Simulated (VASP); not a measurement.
# NbO4 in VASP: single point with PBE

Aim: the single point of NbO4 with PBE.

Everything below comes from runs of VASP 6.6.1. Logs are shortened: lines on timing, memory, paths and dates and some standing lists are left out, and cuts for length are marked.

### Step 1. The cell of the first run

The cell holds a sheet with vacuum, 5 atoms: a = 4.301 Å, b = 4.301 Å, c = 19.000 Å, α = 90.00°, β = 90.00°, γ = 90.00°.

### Step 2. Single point, PBE

INCAR reads:

```
PREC = Accurate
ENCUT = 520
EDIFF = 1E-7
ISMEAR = 0
SIGMA = 0.1
LREAL = False
LASPH = True
NELM = 60
ALGO = Normal
ISIF = 2
LWAVE = False
LCHARG = False
LDIPOL = True
IDIPOL = 3
DIPOL = 0.5 0.5 0.500
GGA = PE
NBANDS = 26
```

KPOINTS reads:

```
regular mesh
0
Gamma
  4 4 1
```

POSCAR reads:

```
NbO4
1.0
    4.3010191000      0.0000000000      0.0000000000
    0.0000000000      4.3010191000      0.0000000000
    0.0000000000      0.0000000000     19.0000000000
Nb O
1 4
Direct
    0.0000000000      0.0000000000      0.5000000000
    0.0000000000      0.0000000000      0.3858518800
    0.0000000000      0.0000000000      0.6141481200
    0.0000000000      0.5000000000      0.5000000000
    0.5000000000      0.0000000000      0.5000000000
```

Potentials or basis: VASP PAW PBE potentials, release 64 (Nb_sv, O).

Launch:

```sh
cat potpaw_PBE.64/Nb_sv/POTCAR potpaw_PBE.64/O/POTCAR > POTCAR
mpirun -np 1 vasp_std > vasp.out
```

OUTCAR:

```text
PREC = Accurate
   ENCUT = 520
   EDIFF = 1E-7
   ISMEAR = 0
   LREAL = False
   LASPH = True
   NELM = 60
   ISIF = 2
   GGA = PE

 ion  position               nearest neighbor table
   1  0.000  0.000  0.500-   4 2.15   5 2.15   4 2.15   5 2.15   2 2.17   3 2.17
   2  0.000  0.000  0.386-   1 2.17
   3  0.000  0.000  0.614-   1 2.17
   4  0.000  0.500  0.500-   1 2.15   1 2.15
   5  0.500  0.000  0.500-   1 2.15   1 2.15

  LATTYP: Found a simple tetragonal cell.
 ALAT       =     4.3010191000
 C/A-ratio  =     4.4175576900

  Lattice vectors:

 A1 = (   4.3010191000,   0.0000000000,   0.0000000000)
 A2 = (   0.0000000000,   4.3010191000,   0.0000000000)
 A3 = (   0.0000000000,   0.0000000000,  19.0000000000)

Analysis of symmetry for initial positions (statically):
=====================================================================
 Subroutine PRICEL returns:
 Original cell was already a primitive cell.

 Routine SETGRP: Setting up the symmetry group for a
 simple tetragonal supercell.

 Subroutine GETGRP returns: Found 16 space group operations
 (whereof 16 operations were pure point group operations)
 out of a pool of 16 trial point group operations.

The static configuration has the point symmetry D_4h.

Analysis of symmetry for dynamics (positions and initial velocities):
=====================================================================
 Subroutine PRICEL returns:
 Original cell was already a primitive cell.

 Routine SETGRP: Setting up the symmetry group for a
 simple tetragonal supercell.

 Subroutine GETGRP returns: Found 16 space group operations
 (whereof 16 operations were pure point group operations)
 out of a pool of 16 trial point group operations.

The dynamic configuration has the point symmetry D_4h.

 Subroutine INISYM returns: Found 16 space group operations
 (whereof 16 operations are pure point group operations),
 and found     1 'primitive' translations

----------------------------------------------------------------------------------------

                                     Primitive cell

  volume of cell :     351.4765

  direct lattice vectors                    reciprocal lattice vectors
     4.301019100  0.000000000  0.000000000     0.232503036  0.000000000  0.000000000
     0.000000000  4.301019100  0.000000000     0.000000000  0.232503036  0.000000000
     0.000000000  0.000000000 19.000000000     0.000000000  0.000000000  0.052631579

  length of vectors
     4.301019100  4.301019100 19.000000000     0.232503036  0.232503036  0.052631579

  position of ions in fractional coordinates (direct lattice)
     0.000000000  0.000000000  0.500000000
     0.000000000  0.000000000  0.385851880
     0.000000000  0.000000000  0.614148120
     0.000000000  0.500000000  0.500000000
     0.500000000  0.000000000  0.500000000

  ion indices of the primitive-cell ions
   primitive index   ion index
                 1           1
                 2           2
                 3           3
                 4           4
                 5           5

----------------------------------------------------------------------------------------

 KPOINTS: regular mesh

Automatic generation of k-mesh.
 Grid dimensions read from file:
 generate k-points for:    4    4    1

 Generating k-lattice:

  Cartesian coordinates                     Fractional coordinates (reciprocal lattice)
     0.058125759  0.000000000  0.000000000     0.250000000  0.000000000  0.000000000
     0.000000000  0.058125759  0.000000000     0.000000000  0.250000000  0.000000000
     0.000000000  0.000000000  0.052631579     0.000000000  0.000000000  1.000000000

  Length of vectors
     0.058125759  0.058125759  0.052631579

  Shift w.r.t. Gamma in fractional coordinates (k-lattice)
     0.000000000  0.000000000  0.000000000

 Subroutine IBZKPT returns following result:
 ===========================================

 Found      6 irreducible k-points:

 Following reciprocal coordinates:
            Coordinates               Weight
  0.000000  0.000000  0.000000      1.000000
  0.250000  0.000000  0.000000      4.000000
  0.500000  0.000000  0.000000      2.000000
  0.250000  0.250000  0.000000      4.000000
  0.500000  0.250000  0.000000      4.000000
  0.500000  0.500000  0.000000      1.000000
   k-points           NKPTS =      6   k-points in BZ     NKDIM =      6   number of bands    NBANDS=     26
   number of dos      NEDOS =    301   number of ions     NIONS =      5
   total plane-waves  NPLWV = 147456
   dimension x,y,z NGX =    32 NGY =   32 NGZ =  144
   dimension x,y,z NGXF=    64 NGYF=   64 NGZF=  288
   ions per type =               1   4
   NGX,Y,Z   is equivalent  to a cutoff of  12.37, 12.37, 12.60 a.u.
   NGXF,Y,Z  is equivalent  to a cutoff of  24.74, 24.74, 25.20 a.u.
 SYSTEM =  unknown system
   PREC   = accura    normal or accurate (medium, high low for compatibility)
   ISTART =      0    job   : 0-new  1-cont  2-samecut
   ICHARG =      2    charge: 1-file 2-atom 10-const
   ISPIN  =      1    spin polarized calculation?
   LNONCOLLINEAR =      F non collinear calculations
   LSORBIT =      F    spin-orbit coupling
   LASPH  =      T    aspherical Exc in radial PAW
   ENCUT  =  520.0 eV  38.22 Ry    6.18 a.u.   8.00  8.00 35.33*2*pi/ulx,y,z
   NELM   =     60;   NELMIN=  2; NELMDL= -5     # of ELM steps
   EDIFF  = 0.1E-06   stopping-criterion for ELM
   LREAL  =      F    real-space projection
   EDIFFG = 0.1E-05   stopping-criterion for IOM
   NSW    =      0    number of steps for IOM
   IBRION =     -1    ionic relax: 0-MD 1-quasi-New 2-CG
   NFREE  =      0    steps in history (QN), initial steepest desc. (CG)
   ISIF   =      2    stress and relaxation
   ISYM   =      2    0-nonsym 1-usesym 2-fastsym
   POTIM  = 0.5000    time-step for ionic-motion
   TEBEG  =    0.0;   TEEND  =   0.0 temperature during run
   PSTRESS=    0.0 pullay stress
   NELECT =      37.0000    total number of electrons
   NUPDOWN=      -1.0000    fix difference up-down
   EMIN   =  10.00;   EMAX   =-10.00  energy-range for DOS
   EFERMI =   0.00;   METHOD = LEGACY
   ISMEAR =     0;   SIGMA  =   0.10  broadening in eV -4-tet -1-fermi 0-gaus
   EFERMI_NEDOS =   21; number of points for ismear=-14 and -15
   IALGO  =     38    algorithm
   IMIX   =      4    mixing-type and parameters
     AMIX     =   0.40;   BMIX     =  1.00
     AMIX_MAG =   1.60;   BMIX_MAG =  1.00
  volume/ion in A,a.u.               =      70.30       474.38
  Fermi-wavevector in a.u.,A,eV,Ry     =   0.772995  1.460749  8.129768  0.597521
  Thomas-Fermi vector in A             =   1.874745
   LORBIT       =      0    0 simple, 1 ext, 2 COOP (PROOUT), +10 PAW based schemes
   GGA     = PE    functional components
   LHFCALC =     F    Hartree Fock is set to
   AEXX    =    0.0000 exact exchange contribution
   IVDW    =     0    specifies the selected vdW correction
   LEPSILON=     F    determine dielectric tensor
   LRPA    =     F    only Hartree local field effects (RPA)
 non-spin polarized calculation
 Gauss-broadening in eV      SIGMA  =   0.10
  energy-cutoff  :      520.00
  volume of cell :      351.48
 maximum number of plane-waves:      9568
 NGX is ok and might be reduce to    32
   NGX = 15   NGY = 15   NGZ = 71

 dipolmoment           0.000000      0.000000     -0.000000 electrons x Angstroem

 number of electron      36.9999979 magnetization

 dipolmoment           0.000000      0.000000      0.000000 electrons x Angstroem

 Free energy of the ion-electron system (eV)
  ---------------------------------------------------
  ext. energy  EPLUGINS =         0.00000000
  ---------------------------------------------------
  free energy    TOTEN  =       -32.19733160 eV

  energy without entropy =      -32.10848229  energy(sigma->0) =      -32.15290695

 E-fermi :  -7.1334     XC(G=0):  -2.7388

 val. band max:       -7.1629455810   @ k =   0.5000   0.0000   0.0000
 cond. band min:      -7.1130130370   @ k =   0.2500   0.2500   0.0000
 fundamental gap:      0.0499325440
 Fermi energy:        -7.1333862244

 k-point     1 :       0.0000    0.0000    0.0000
  band No.  band energies     occupation
      1     -62.4632      2.00000
      2     -38.3793      2.00000
      3     -38.3793      2.00000
      4     -38.2614      2.00000
      5     -23.5030      2.00000
      6     -23.2468      2.00000
[... 18 lines left out ...]
     25      -1.7744      0.00000
     26       0.0341      0.00000

 k-point     2 :       0.2500    0.0000    0.0000
  band No.  band energies     occupation
      1     -62.4629      2.00000
      2     -38.4036      2.00000
      3     -38.3786      2.00000
      4     -38.2606      2.00000
      5     -23.4025      2.00000
      6     -23.0824      2.00000
[... 18 lines left out ...]
     25      -0.8955      0.00000
     26       0.7489      0.00000

 k-point     3 :       0.5000    0.0000    0.0000
  band No.  band energies     occupation
      1     -62.4626      2.00000
      2     -38.4277      2.00000
      3     -38.3779      2.00000
      4     -38.2599      2.00000
      5     -23.3693      2.00000
      6     -22.8267      2.00000
[... 18 lines left out ...]
     25      -0.0623      0.00000
     26       2.3523      0.00000

 k-point     4 :       0.2500    0.2500    0.0000
  band No.  band energies     occupation
      1     -62.4626      2.00000
      2     -38.4030      2.00000
      3     -38.4029      2.00000
      4     -38.2599      2.00000
      5     -23.1791      2.00000
      6     -23.0399      2.00000
[... 18 lines left out ...]
     25      -0.8479      0.00000
     26       1.3495      0.00000

 k-point     5 :       0.5000    0.2500    0.0000
  band No.  band energies     occupation
      1     -62.4622      2.00000
      2     -38.4270      2.00000
      3     -38.4022      2.00000
      4     -38.2592      2.00000
      5     -23.1063      2.00000
      6     -22.8223      2.00000
[... 18 lines left out ...]
     25       0.1739      0.00000
     26       2.7457      0.00000

 k-point     6 :       0.5000    0.5000    0.0000
  band No.  band energies     occupation
      1     -62.4619      2.00000
      2     -38.4263      2.00000
      3     -38.4263      2.00000
      4     -38.2585      2.00000
      5     -22.8179      2.00000
      6     -22.8179      2.00000
[... 18 lines left out ...]
     25       1.0297      0.00000
     26       3.5072      0.00000

------------------------ aborting loop because EDIFF is reached ----------------------------------------

 vacuum level on the upper side and lower side of the slab       (xc-potential included)        -0.007        -0.007

  FORCE on cell =-STRESS in cart. coord.  units (eV):
  Direction    XX          YY          ZZ          XY          YZ          ZX
  --------------------------------------------------------------------------------------
  -------------------------------------------------------------------------------------
  Total      -11.9130588    -11.9130588    -14.9064112      0.0000000      0.0000000      0.0000000
  in kB      -54.3047131    -54.3047131    -67.9496674      0.0000000      0.0000000      0.0000000
  external PRESSURE =     -58.8530312 kB  Pullay stress =       0.0000000 kB

 VOLUME and BASIS-vectors are now :
 -----------------------------------------------------------------------------
  energy-cutoff  :      520.00
  volume of cell :      351.48
      direct lattice vectors                 reciprocal lattice vectors
     4.301019100  0.000000000  0.000000000     0.232503036  0.000000000  0.000000000
     0.000000000  4.301019100  0.000000000     0.000000000  0.232503036  0.000000000
     0.000000000  0.000000000 19.000000000     0.000000000  0.000000000  0.052631579

 POSITION                                       TOTAL-FORCE (eV/Angst)
 -----------------------------------------------------------------------------------
      0.00000      0.00000      9.50000         0.000000      0.000000      0.000000
      0.00000      0.00000      7.33119         0.000000      0.000000      3.414883
      0.00000      0.00000     11.66881        -0.000000     -0.000000     -3.414883
      0.00000      2.15051      9.50000         0.000000      0.000000      0.000000
      2.15051      0.00000      9.50000         0.000000      0.000000      0.000000
 -----------------------------------------------------------------------------------
    total drift:                                0.000000      0.000000      0.000000

  FREE ENERGIE OF THE ION-ELECTRON SYSTEM (eV)
  ---------------------------------------------------
  free  energy   TOTEN  =       -32.1973316044 eV

  energy  without entropy=      -32.1084822934  energy(sigma->0) =      -32.15290695

 vacuum level on the upper side and lower side of the slab         2.044         2.044
```

Run time: 2.5 min. Hardware: 1 thread of AMD EPYC 7R43 (Zen 3), shared host; peak memory 0.33 GiB.

Results:

- Free energy: -32.1973 eV
- Largest force: 3.415 eV/Å

Forces in eV/Å, atoms in the order of the input:
```
Nb   0.000  0.000  0.000
O    0.000  0.000  3.415
O    0.000  0.000 -3.415
O    0.000  0.000  0.000
O    0.000  0.000  0.000
```

Caveat: the k points lie up to 0.37 Å⁻¹ apart; an odd number of electrons without spin polarisation forces a metal; a magnetic or distorted state may lie lower.
